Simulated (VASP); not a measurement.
Here is a VASP 6.6.1 calculation.

The input INCAR:

```
SYSTEM = Li2Nb
PREC = Accurate
ENCUT = 520
EDIFF = 1E-6
ISMEAR = 0
SIGMA = 0.1
LREAL = .FALSE.
LASPH = .TRUE.
NELM = 150
ALGO = Normal
ISIF = 2
LWAVE = .FALSE.
LCHARG = .TRUE.
ISPIN = 2
MAGMOM = 0 0 0 0 0.73 0.73
LORBIT = 11
LMAXMIX = 4
GGA = PE
LELF = .TRUE.
LVHAR = .TRUE.
NBANDS = 32
```

KPOINTS

```
regular mesh
0
G
  10 10 10
  0 0 0
```

The input POSCAR:

```
Li2Nb
1.0
    0.0000000000      3.5739190379      3.5739190379
    3.5739190379      0.0000000000      3.5739190379
    3.5739190379      3.5739190379      0.0000000000
Li Nb
4 2
Direct
    0.6250000000      0.1250000000      0.6250000000
    0.6250000000      0.6250000000      0.1250000000
    0.1250000000      0.6250000000      0.6250000000
    0.6250000000      0.6250000000      0.6250000000
    0.2500000000      0.2500000000      0.2500000000
    0.0000000000      0.0000000000      0.0000000000
```

Potentials or basis: VASP PAW PBE potentials, release 64 (Li_sv, Nb_sv).

Command:

```console
$ cat potpaw_PBE.64/Li_sv/POTCAR potpaw_PBE.64/Nb_sv/POTCAR > POTCAR
$ mpirun -np 1 vasp_std > vasp.out
```

(1) Predict the site moments.

(2) What does it give for the net moment?

Results:

(1) Li -0.00; Nb +0.34 μB.

(2) 1.06 μB per cell.
